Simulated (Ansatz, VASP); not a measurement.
## InSb in VASP and in Ansatz

```
In Sb
1.0
     0.00000    3.23910    3.17432
     3.23910    0.00000    3.17432
     3.23910    3.23910    0.00000
In Sb
1 1
Direct
  0.00000 0.00000 0.00000
  0.75000 0.75000 0.75000
```

Change from the starting cell: strain -0.0200 x Voigt [0, 0, 1, 0, 0, 0], atoms carried along.

Alike in both runs: task single point; functional r2SCAN; k mesh 10 × 10 × 10; occupations gaussian, width 0.03 eV; no spin polarisation.

|  | VASP | Ansatz |
| --- | --- | --- |
| version | VASP 6.6.1 | Ansatz 0.2.0 |
| potentials or method | VASP PAW PBE potentials, release 64 (In_d, Sb), cutoff 520 eV | scalar-relativistic, plane waves, PAW |
| valence electrons in the cell | 18 | 28 |

|  | VASP | Ansatz | Ansatz less VASP |
| --- | --- | --- | --- |
| gap on the k mesh at the Fermi level (eV) | 0.30 | 0.30 | -0.001 |
| least direct gap on the mesh (eV) | 0.30 | 0.30 | -0.001 |
| pressure (GPa) | 2.8 | 2.8 | +0.01 |
| traceless stress, the component that is largest in VASP (GPa) | 0.38 | 0.38 | -0.002 |

VASP's potentials were made for PBE, not for r2SCAN. VASP's potentials hold 18 valence electrons a cell and Ansatz's 28, so a difference there can come from the potentials and not from the codes.

Neither program's run includes spin-orbit coupling.
